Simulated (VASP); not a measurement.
A run of VASP 6.6.1:

File INCAR:

```
SYSTEM = Ru
  PREC = Accurate
  ENCUT = 600
  EDIFF = 1E-6
  ISMEAR = -1
  SIGMA = 0.05
  LREAL = .FALSE.
  LASPH = .TRUE.
  NELM = 60
  ALGO = Normal
  ISIF = 3
  LWAVE = .FALSE.
  LCHARG = .FALSE.
  GGA = PE
  IBRION = 2
  NSW = 60
  EDIFFG = -0.005
```

The input KPOINTS:

```
Automatic mesh
0
G
  14 14 14
  0 0 0
```

File POSCAR:

```
Ru
1.0
    0.0000000000      2.5818259214      2.5818259214
    2.5818259214      0.0000000000      2.5818259214
    2.5818259214      2.5818259214      0.0000000000
Ru
2
Direct
   -0.1250000000     -0.1250000000     -0.1250000000
    0.1250000000      0.1250000000      0.1250000000
```

Potentials or basis: VASP PAW PBE potentials, release 64 (Ru_pv).

Command:

```console
$ cat potpaw_PBE.64/Ru_pv/POTCAR > POTCAR
$ mpirun -np 1 vasp_std > vasp.out
```

Hardware: 1 thread of AMD EPYC 9R45 96-Core Processor (Zen 5), on a shared host.

How long does it take, and how much memory?

Run time: 2.4 min on 1 thread of AMD EPYC 9R45 96-Core Processor (Zen 5), with other jobs on the host, peak memory 0.19 GiB. Counts: scf iterations 44, k points 104, ion steps 5.
